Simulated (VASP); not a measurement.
## P: single point with PBE

Crystal: P.

```
CELL_PARAMETERS angstrom
1.64774 -5.46504 0.00000
1.64774 5.46504 0.00000
0.00000 0.00000 4.54364
ATOMIC_POSITIONS crystal
P 0.90414 0.09586 0.58882
P 0.09586 0.90414 0.41118
P 0.59586 0.40414 0.08882
P 0.40414 0.59586 0.91118
```

| Item | Value |
| --- | --- |
| Program | VASP 6.6.1 |
| Task | single point |
| Functional | PBE |
| Potentials or basis | VASP PAW PBE potentials, release 64 (P) |
| Cutoff | 520 eV |
| k mesh | 5 × 5 × 4 |
| Occupations | fermi-dirac, width 0.05 eV |
| Spin | no spin polarisation |

| Item | Value |
| --- | --- |
| Pressure | 1.8 GPa |
| Largest force | 0.284 eV/Å |
| Band gap on the k mesh | 0.45 eV, direct |

Forces in eV/Å, atoms in the order of the input:
```
P    0.000  0.104 -0.264
P    0.000 -0.104  0.264
P    0.000 -0.104 -0.264
P    0.000  0.104  0.264
```

Stress tensor (GPa, compression positive):
```
2.29 0.00 0.00
0.00 1.42 0.00
0.00 0.00 1.63
```

Levels at points of the mesh, in eV from the valence-band top:
```
           k point  band 8  band 9  band 10  band 11  band 12  band 13
(0.00, 0.00, 0.00)   -2.67   -2.46    -1.10     0.69     1.13     2.01
(0.00, 0.00, 0.50)   -3.16   -1.55    -1.55     1.55     1.55     3.01
```

Run time: 20 s on 1 thread of Intel(R) Xeon(R) 6975P-C (Granite Rapids) (shared host), peak memory 0.22 GiB.

A k mesh can miss the band edges.
